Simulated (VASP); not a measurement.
# MnAs (P1) in VASP: notebook

Runs on MnAs. Level: r2SCAN. Tasks: single point.

All numbers are computed with VASP 6.6.1; they aren't measurements. Logs are shortened: lines on timing, memory, paths and dates and some standing lists are left out, and cuts for length are marked.

## (1) The cell of the first run

The typed cell holds 4 atoms: a = 3.679 Å, b = 3.684 Å, c = 5.768 Å, α = 90.34°, β = 90.01°, γ = 118.86°.

## (2) Single point, r2SCAN, collinear spin, ferromagnetic start

Input file POSCAR:

```
MnAs
1.0
    3.6784303607      0.0350382031     -0.0001402329
   -1.8088747809      3.2088302927     -0.0108780699
   -0.0002103494     -0.0193922130      5.7679312989
Mn As
2 2
Direct
    0.9764200000      0.9787700000      0.9745100000
    0.0147000000      0.9619200000      0.4785300000
    0.2995700000      0.6308200000      0.2759100000
    0.6538200000      0.2972400000      0.7275000000
```

Input file INCAR.step1:

```
SYSTEM = MnAs
  PREC = Accurate
  ENCUT = 520
  ISMEAR = -1
  SIGMA = 0.05
  LREAL = .FALSE.
  LASPH = .TRUE.
  NELM = 150
  ISPIN = 2
  MAGMOM = 4 4 0 0
  LMAXMIX = 4
  NBANDS = 30
  GGA = PE
  ALGO = Normal
  EDIFF = 1E-4
  LWAVE = .TRUE.
  LCHARG = .FALSE.
```

Input file INCAR.step2:

```
SYSTEM = MnAs
  PREC = Accurate
  ENCUT = 520
  EDIFF = 1E-6
  ISMEAR = -1
  SIGMA = 0.05
  LREAL = .FALSE.
  LASPH = .TRUE.
  NELM = 150
  ALGO = Normal
  ISIF = 2
  LWAVE = .FALSE.
  LCHARG = .TRUE.
  ISPIN = 2
  MAGMOM = 4 4 0 0
  LORBIT = 11
  LMAXMIX = 4
  METAGGA = R2SCAN
  LMIXTAU = .TRUE.
  LELF = .TRUE.
  LVHAR = .TRUE.
  NBANDS = 30
  ISTART = 1
```

Input file KPOINTS:

```
Automatic mesh
0
G
  5 5 3
  0 0 0
```

Potentials or basis: VASP PAW PBE potentials, release 64 (Mn_pv, As).

Started as:

```bash
> cat potpaw_PBE.64/Mn_pv/POTCAR potpaw_PBE.64/As/POTCAR > POTCAR
> cp INCAR.step1 INCAR
> mpirun -np 1 vasp_std > vasp.out
> cp INCAR.step2 INCAR
> mpirun -np 1 vasp_std > vasp.out
```

OUTCAR:

```text
SYSTEM = MnAs
   PREC = Accurate
   ENCUT = 520
   EDIFF = 1E-6
   ISMEAR = -1
   LREAL = .FALSE.
   LASPH = .TRUE.
   NELM = 150
   ISIF = 2
   ISPIN = 2
   LORBIT = 11
   METAGGA = R2SCAN
   ISTART = 1

 ion  position               nearest neighbor table
   1  0.976  0.979  0.975-   4 2.49   4 2.61   4 2.61   3 2.72   3 2.75   3 2.79   2 2.87   2 2.91

   2  0.015  0.962  0.479-   3 2.27   3 2.46   4 2.51   3 2.58   4 2.59   4 2.63   1 2.87   1 2.91

   3  0.300  0.631  0.276-   2 2.27   2 2.46   2 2.58   1 2.72   1 2.75   1 2.79
   4  0.654  0.297  0.727-   1 2.49   2 2.51   2 2.59   1 2.61   1 2.61   2 2.63

  LATTYP: Found a triclinic cell.
 ALAT       =     3.7440676125
 B/A-ratio  =     0.9825135695
 C/A-ratio  =     1.5405608281
 COS(alpha) =     0.0001066112
 COS(beta)  =     0.0058739552
 COS(gamma) =     0.5075679316

  Lattice vectors:

 A1 = (   1.8695555798,   3.2438684958,  -0.0110183028)
 A2 = (   3.6784303607,   0.0350382031,  -0.0001402329)
 A3 = (   0.0002103494,   0.0193922130,  -5.7679312989)

Analysis of symmetry for initial positions (statically):
=====================================================================
 Subroutine PRICEL returns:
 Original cell was already a primitive cell.

 Routine SETGRP: Setting up the symmetry group for a
 triclinic supercell.

 Subroutine GETGRP returns: Found  1 space group operations
 (whereof  1 operations were pure point group operations)
 out of a pool of  2 trial point group operations.

The static configuration has the point symmetry C_1 .

Analysis of symmetry for dynamics (positions and initial velocities):
=====================================================================
 Subroutine PRICEL returns:
 Original cell was already a primitive cell.

 Routine SETGRP: Setting up the symmetry group for a
 triclinic supercell.

 Subroutine GETGRP returns: Found  1 space group operations
 (whereof  1 operations were pure point group operations)
 out of a pool of  2 trial point group operations.

The dynamic configuration has the point symmetry C_1 .

Analysis of structural, dynamic, and magnetic symmetry:
=====================================================================
 Subroutine PRICEL returns:
 Original cell was already a primitive cell.

 Routine SETGRP: Setting up the symmetry group for a
 triclinic supercell.

 Subroutine GETGRP returns: Found  1 space group operations
 (whereof  1 operations were pure point group operations)
 out of a pool of  2 trial point group operations.

The overall configuration has the point symmetry C_1 .

 Subroutine INISYM returns: Found  1 space group operations
 (whereof  1 operations are pure point group operations),
 and found     1 'primitive' translations

----------------------------------------------------------------------------------------

                                     Primitive cell

  volume of cell :      68.4463

  direct lattice vectors                    reciprocal lattice vectors
     3.678430361  0.035038203 -0.000140233     0.270403135  0.152432833  0.000522352
    -1.808874781  3.208830293 -0.010878070    -0.002952609  0.309979134  0.001042065
    -0.000210349 -0.019392213  5.767931299     0.000001006  0.000588313  0.173374362

  length of vectors
     3.678597235  3.683576815  5.767963902     0.310409241  0.309994948  0.173375360

  position of ions in fractional coordinates (direct lattice)
     0.976420000  0.978770000  0.974510000
     0.014700000  0.961920000  0.478530000
     0.299570000  0.630820000  0.275910000
     0.653820000  0.297240000  0.727500000

  ion indices of the primitive-cell ions
   primitive index   ion index
                 1           1
                 2           2
                 3           3
                 4           4

----------------------------------------------------------------------------------------

 KPOINTS: Automatic mesh

Automatic generation of k-mesh.
 Grid dimensions read from file:
 generate k-points for:    5    5    3

 Generating k-lattice:

  Cartesian coordinates                     Fractional coordinates (reciprocal lattice)
     0.054080627  0.030486567  0.000104470     0.200000000  0.000000000  0.000000000
    -0.000590522  0.061995827  0.000208413    -0.000000000  0.200000000  0.000000000
     0.000000335  0.000196104  0.057791454     0.000000000  0.000000000  0.333333333

  Length of vectors
     0.062081848  0.061998990  0.057791787

  Shift w.r.t. Gamma in fractional coordinates (k-lattice)
     0.000000000  0.000000000  0.000000000

 Subroutine IBZKPT returns following result:
 ===========================================

 Found     38 irreducible k-points:

 Following reciprocal coordinates:
            Coordinates               Weight
  0.000000  0.000000  0.000000      1.000000
  0.200000 -0.000000  0.000000      2.000000
  0.400000 -0.000000 -0.000000      2.000000
 -0.000000  0.200000 -0.000000      2.000000
  0.200000  0.200000 -0.000000      2.000000
[... 80 lines left out ...]
  band No.  band energies     occupation
      1     -46.0404      1.00000
      2     -46.0178      1.00000
      3     -45.9065      1.00000
      4     -45.8785      1.00000
      5     -45.8634      1.00000
      6     -45.7037      1.00000
[... 22 lines left out ...]
     29      16.3893      0.00000
     30      16.6495      0.00000

 k-point     2 :       0.2000   -0.0000    0.0000
  band No.  band energies     occupation
      1     -46.0421      1.00000
      2     -46.0186      1.00000
      3     -45.9062      1.00000
      4     -45.8804      1.00000
      5     -45.8646      1.00000
      6     -45.7034      1.00000
[... 22 lines left out ...]
     29      14.9044      0.00000
     30      15.3692      0.00000

 k-point     3 :       0.4000   -0.0000   -0.0000
  band No.  band energies     occupation
      1     -46.0450      1.00000
      2     -46.0197      1.00000
      3     -45.9056      1.00000
      4     -45.8837      1.00000
      5     -45.8664      1.00000
      6     -45.7028      1.00000
[... 682 lines left out ...]
     29      14.9964      0.00000
     30      15.7255      0.00000

 k-point    24 :      -0.0000    0.4000    0.3333
  band No.  band energies     occupation
      1     -46.0437      1.00000
      2     -46.0209      1.00000
      3     -45.8996      1.00000
      4     -45.8838      1.00000
      5     -45.8666      1.00000
      6     -45.7090      1.00000
[... 22 lines left out ...]
     29      15.4898      0.00000
     30      17.1512      0.00000

 [... further k-points ...]

 spin component 2

 k-point     1 :       0.0000    0.0000    0.0000
  band No.  band energies     occupation
      1     -41.0672      1.00000
      2     -40.9717      1.00000
      3     -40.9482      1.00000
      4     -40.5874      1.00000
      5     -40.5592      1.00000
      6     -40.5421      1.00000
[... 22 lines left out ...]
     29      17.5344      0.00000
     30      18.0281      0.00000

 k-point     2 :       0.2000   -0.0000    0.0000
  band No.  band energies     occupation
      1     -41.0684      1.00000
      2     -40.9744      1.00000
      3     -40.9483      1.00000
      4     -40.5888      1.00000
      5     -40.5610      1.00000
      6     -40.5422      1.00000
[... 22 lines left out ...]
     29      16.0068      0.00000
     30      16.1765      0.00000

 k-point     3 :       0.4000   -0.0000   -0.0000
  band No.  band energies     occupation
      1     -41.0704      1.00000
      2     -40.9788      1.00000
      3     -40.9482      1.00000
      4     -40.5912      1.00000
      5     -40.5640      1.00000
      6     -40.5422      1.00000
[... 682 lines left out ...]
     29      15.9978      0.00000
     30      16.4788      0.00000

 k-point    24 :      -0.0000    0.4000    0.3333
  band No.  band energies     occupation
      1     -41.0717      1.00000
      2     -40.9777      1.00000
      3     -40.9434      1.00000
      4     -40.5916      1.00000
      5     -40.5654      1.00000
      6     -40.5456      1.00000
[... 22 lines left out ...]
     29      16.4554      0.00000
     30      18.1999      0.00000

 [... further k-points ...]

------------------------ aborting loop because EDIFF is reached ----------------------------------------

  FORCE on cell =-STRESS in cart. coord.  units (eV):
  Direction    XX          YY          ZZ          XY          YZ          ZX
  --------------------------------------------------------------------------------------
  -------------------------------------------------------------------------------------
  Total        2.4839484      1.2728416      0.9277485     -1.5399390      0.5080235     -0.7869044
  in kB       58.1437450     29.7944097     21.7165428    -36.0465706     11.8917079    -18.4196933
  external PRESSURE =      36.5515658 kB  Pullay stress =       0.0000000 kB

 VOLUME and BASIS-vectors are now :
 -----------------------------------------------------------------------------
  energy-cutoff  :      520.00
  volume of cell :       68.45
      direct lattice vectors                 reciprocal lattice vectors
     3.678430361  0.035038203 -0.000140233     0.270403135  0.152432833  0.000522352
    -1.808874781  3.208830293 -0.010878070    -0.002952609  0.309979134  0.001042065
    -0.000210349 -0.019392213  5.767931299     0.000001006  0.000588313  0.173374362

 POSITION                                       TOTAL-FORCE (eV/Angst)
 -----------------------------------------------------------------------------------
      1.82102      3.15602      5.61012         0.228825     -0.262178      0.690043
     -1.68602      3.07787      2.74966        -1.594815      0.363699      1.153539
     -0.03919      2.02934      1.58453         1.417385     -0.364080     -2.005576
      1.86721      0.96259      4.19284        -0.051394      0.262559      0.161995
 -----------------------------------------------------------------------------------
    total drift:                               -0.020000     -0.021786     -0.001590

  FREE ENERGIE OF THE ION-ELECTRON SYSTEM (eV)
  ---------------------------------------------------
  free  energy   TOTEN  =       -60.4978390299 eV

  energy  without entropy=      -60.4913555259  energy(sigma->0) =      -60.49459728

 total charge

# of ion       s       p       d       tot
------------------------------------------
    1        0.278   6.211   4.966  11.455
    2        0.336   6.301   5.036  11.673
    3        1.238   1.600   0.050   2.889
    4        1.234   1.590   0.047   2.871
--------------------------------------------------
tot          3.086  15.702  10.099  28.887

 magnetization (x)

# of ion       s       p       d       tot
------------------------------------------
    1        0.044   0.027   3.835   3.907
    2        0.042   0.040   3.400   3.482
    3        0.018  -0.185   0.011  -0.157
    4        0.020  -0.188   0.009  -0.160
--------------------------------------------------
tot          0.124  -0.306   7.255   7.073
```

Wall time 6.2 min (1 thread of AMD EPYC 9R45 (Zen 5), shared host); peak memory 0.27 GiB.

What came out:

```yaml
Free_energy: -60.4978 eV
Pressure: 3.7 GPa
Largest_force: 2.483 eV/Å
Net_moment: 7.20 μB per cell
Site_moments: Mn +3.91, +3.48; As -0.16 μB
Valence_electrons_inside_the_program's_atomic_spheres: Mn 11.46, 11.67; As 2.89, 2.87
```

Forces on the atoms (eV/Å):
```
Mn   0.229 -0.262  0.690
Mn  -1.595  0.364  1.154
As   1.417 -0.364 -2.006
As  -0.051  0.263  0.162
```

Stress tensor (GPa, compression positive):
```
 5.81 -3.60 -1.84
-3.60  2.98  1.19
-1.84  1.19  2.17
```

Caveat: the k points lie up to 0.39 Å⁻¹ apart; the PAW data sets were made with another functional, which shifts forces and pressure a little; only a ferromagnetic start was run, and an antiferromagnetic order may lie lower in energy.

## (3) Single point, r2SCAN, collinear spin, ferromagnetic start

This run uses another cell than the first one, of 17.03 Å³/atom.

Input file POSCAR:

```
MnAs
1.0
    3.6723200000      0.0349800000     -0.0001400000
   -1.8058700000      3.2035000000     -0.0108600000
   -0.0002100000     -0.0193600000      5.7583500000
Mn As
2 2
Direct
    0.9764200000      0.9787700000      0.9745100000
    0.0190336489      0.9618726797      0.4785300161
    0.2995700000      0.6308200000      0.2759100000
    0.6538200000      0.2972400000      0.7275000000
```

Input file INCAR.step1:

```
ALGO = Normal
EDIFF = 1E-4
ENCUT = 520
GGA = PE
ISMEAR = -1
ISPIN = 2
LASPH = T
LCHARG = F
LMAXMIX = 4
LREAL = F
LWAVE = T
MAGMOM = 4 4 0 0
NBANDS = 30
NELM = 150
PREC = Accurate
SIGMA = 0.05
```

Input file INCAR.step2:

```
ALGO = Normal
EDIFF = 1E-6
ENCUT = 520
ISIF = 2
ISMEAR = -1
ISPIN = 2
ISTART = 1
LASPH = T
LCHARG = F
LMAXMIX = 4
LMIXTAU = T
LORBIT = 11
LREAL = F
LWAVE = F
MAGMOM = 4 4 0 0
METAGGA = R2SCAN
NBANDS = 30
NELM = 150
PREC = Accurate
SIGMA = 0.05
```

Input file KPOINTS:

```
k-points
0
Gamma
  5 5 3
```

Potentials or basis: VASP PAW PBE potentials, release 64 (Mn_pv, As).

Started as:

```bash
> cat potpaw_PBE.64/Mn_pv/POTCAR potpaw_PBE.64/As/POTCAR > POTCAR
> cp INCAR.step1 INCAR
> mpirun -np 1 vasp_std > vasp.out
> cp INCAR.step2 INCAR
> mpirun -np 1 vasp_std > vasp.out
```

Run time: 11 min. Hardware: 1 thread of Oxide Virtual Turin-like, shared host; peak memory 0.27 GiB.

Results (log left out):

* Free energy: -60.4622 eV
* Pressure: 4.4 GPa
* Largest force: 2.634 eV/Å
* Net moment: 7.19 μB per cell
* Site moments: Mn +3.90, +3.47; As -0.15, -0.16 μB
* Valence electrons inside the program's atomic spheres: Mn 11.46, 11.69; As 2.89, 2.88

Forces in eV/Å, atoms in the order of the input:
```
Mn   0.223 -0.266  0.708
Mn  -1.772  0.411  1.211
As   1.554 -0.422 -2.084
As  -0.005  0.277  0.165
```

Stress tensor (GPa, compression positive):
```
 6.59 -3.84 -2.04
-3.84  3.63  1.39
-2.04  1.39  2.84
```

Levels at points of the mesh, in eV from the Fermi level:
Spin up:
| k point | band 19 | band 20 | band 21 | band 22 | band 23 | band 24 | band 25 | band 26 |
| --- | --- | --- | --- | --- | --- | --- | --- | --- |
| (0.00, 0.00, 0.00) | -1.65 | 0.56 | 0.72 | 1.30 | 2.41 | 2.69 | 4.20 | 5.13 |
Spin down:
```
           k point  band 11  band 12  band 13  band 14  band 15  band 16  band 17  band 18
(0.00, 0.00, 0.00)    -3.05    -0.91    -0.37    -0.31     0.34     0.49     0.96     1.06
```

Caveat: the k points lie up to 0.39 Å⁻¹ apart; the PAW data sets were made with another functional, which shifts forces and pressure a little; only a ferromagnetic start was run, and an antiferromagnetic order may lie lower in energy.

## (4) Single point, r2SCAN, collinear spin, ferromagnetic start

This run uses another cell than the first one, of 17.03 Å³/atom.

POSCAR: that of step 3 with these lines changed.

```diff
@@ -9,3 +9,3 @@
     0.9764200000      0.9787700000      0.9745100000
-    0.0190336489      0.9618726797      0.4785300161
+    0.0103663511      0.9619673203      0.4785299839
     0.2995700000      0.6308200000      0.2759100000
```

INCAR.step1: that of step 3 with these lines changed.

```diff
@@ -6,7 +6,7 @@
 ISPIN = 2
-LASPH = T
-LCHARG = F
+LASPH = True
+LCHARG = False
 LMAXMIX = 4
-LREAL = F
-LWAVE = T
+LREAL = False
+LWAVE = True
 MAGMOM = 4 4 0 0
```

Input file INCAR.step2:

```
ALGO = Normal
EDIFF = 1E-7
ENCUT = 520
ISIF = 2
ISMEAR = -1
ISPIN = 2
ISTART = 1
LASPH = True
LCHARG = False
LMAXMIX = 4
LMIXTAU = True
LORBIT = 11
LREAL = False
LWAVE = False
MAGMOM = 4 4 0 0
METAGGA = R2SCAN
NBANDS = 30
NELM = 150
PREC = Accurate
SIGMA = 0.05
```

KPOINTS is that of step 3.

Started as:

```bash
> cat potpaw_PBE.64/Mn_pv/POTCAR potpaw_PBE.64/As/POTCAR > POTCAR
> cp INCAR.step1 INCAR
> mpirun -np 1 vasp_std > vasp.out
> cp INCAR.step2 INCAR
> mpirun -np 1 vasp_std > vasp.out
```

It took 14 min on 1 thread of Oxide Virtual Turin-like, shared host; peak memory 0.27 GiB.

It converged, with:

* Free energy: -60.5142 eV
* Pressure: 4.0 GPa
* Largest force: 2.408 eV/Å
* Net moment: 7.19 μB per cell
* Site moments: Mn +3.90, +3.48; As -0.15, -0.16 μB
* Valence electrons inside the program's atomic spheres: Mn 11.46, 11.68; As 2.89, 2.87

Forces on the atoms (eV/Å):
```
Mn   0.238 -0.263  0.702
Mn  -1.444  0.327  1.131
As   1.319 -0.324 -1.989
As  -0.112  0.260  0.155
```

Stress tensor (GPa, compression positive):
```
 6.18 -3.52 -1.74
-3.52  3.38  1.05
-1.74  1.05  2.52
```

Levels at points of the mesh, in eV from the Fermi level:
Spin up:
```tsv
k point	band 20	band 21	band 22	band 23	band 24	band 25
(0.00, 0.00, 0.00)	0.54	0.69	1.31	2.43	2.70	4.19
```
Spin down:
| k point | band 11 | band 12 | band 13 | band 14 | band 15 | band 16 | band 17 | band 18 |
| --- | --- | --- | --- | --- | --- | --- | --- | --- |
| (0.00, 0.00, 0.00) | -3.05 | -0.91 | -0.31 | -0.28 | 0.36 | 0.48 | 0.98 | 1.05 |

Caveat: the k points lie up to 0.39 Å⁻¹ apart; the PAW data sets were made with another functional, which shifts forces and pressure a little; only a ferromagnetic start was run, and an antiferromagnetic order may lie lower in energy.

## (5) Overview

| cell | gap on the mesh (eV) | pressure (GPa) | moment (μB) | largest force (eV/Å) |
| --- | --- | --- | --- | --- |
| a = 3.679, b = 3.684, c = 5.768 Å, angles 90.3, 90.0, 118.9°, 4 atoms, atomic positions A | none | 3.7 | 7.20 | 2.48 |
| a = 3.672, b = 3.677, c = 5.758 Å, angles 90.3, 90.0, 118.9°, 4 atoms, atomic positions B | none | 4.4 | 7.19 | 2.63 |
| a = 3.672, b = 3.677, c = 5.758 Å, angles 90.3, 90.0, 118.9°, 4 atoms, atomic positions C | none | 4.0 | 7.19 | 2.41 |

Alike in all rows: task single point; level r2SCAN; potentials or basis VASP PAW PBE potentials, release 64 (Mn_pv, As); spin collinear, ferromagnetic start; k mesh 5 × 5 × 3; cutoff (eV) 520; smearing fermi-dirac 0.05 eV.

Caveats: all runs use coarse meshes; the PAW data sets were made with another functional, which shifts forces and pressure a little; only a ferromagnetic start was run, and an antiferromagnetic order may lie lower in energy.

Total energies depend on the potentials used, so only differences within one code and one set of settings carry meaning.
